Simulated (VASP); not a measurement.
Runs of VASP 6.6.1 on GaN. The structure is cubic, space group Fm-3m (No. 225). Conventional cell: a = 4.217 Å, b = 4.217 Å, c = 4.217 Å, α = 90.00°, β = 90.00°, γ = 90.00°. Ga (site symmetry m-3m) has 6 N at 2.11 Å within 2.8 Å. Within 2.8 Å of N (site symmetry m-3m) lie 6 Ga at 2.11 Å. 

```csv
level,potentials or basis,k mesh,grid for exact exchange (PRECFOCK),screening parameter,gap on the mesh (eV),pressure (GPa)
LDA,"VASP PAW LDA potentials, release 64 (Ga_d, N)",6 × 6 × 6,-,-,(c),-4.9
r2SCAN,"VASP PAW PBE potentials, release 64 (Ga_d, N)",6 × 6 × 6,-,-,1.13,(b)
PBE,"VASP PAW PBE potentials, release 64 (Ga_d, N)",6 × 6 × 6,-,-,0.62,(a)
HSE06,"VASP PAW PBE potentials, release 64 (Ga_d, N)",6 × 6 × 6,Normal,0.2079 1/Å,1.89,-0.5
PBE,"VASP PAW PBE potentials, release 64 (Ga_d, N)",8 × 8 × 8,-,-,0.65,9.1
```

Alike in all rows: task single point; no spin polarisation; cell as given; cutoff (eV) 520; smearing gaussian 0.01 eV.

**Question.** Estimate the missing entries.

**Answer.** (a) 8.9; (b) 1.2; (c) 0.44.

Caveats: some runs use coarse meshes; the PAW data sets were made with another functional, which shifts forces and pressure a little (some runs).

A k mesh can miss the band edges, and the runs leave out spin-orbit coupling on Ga.
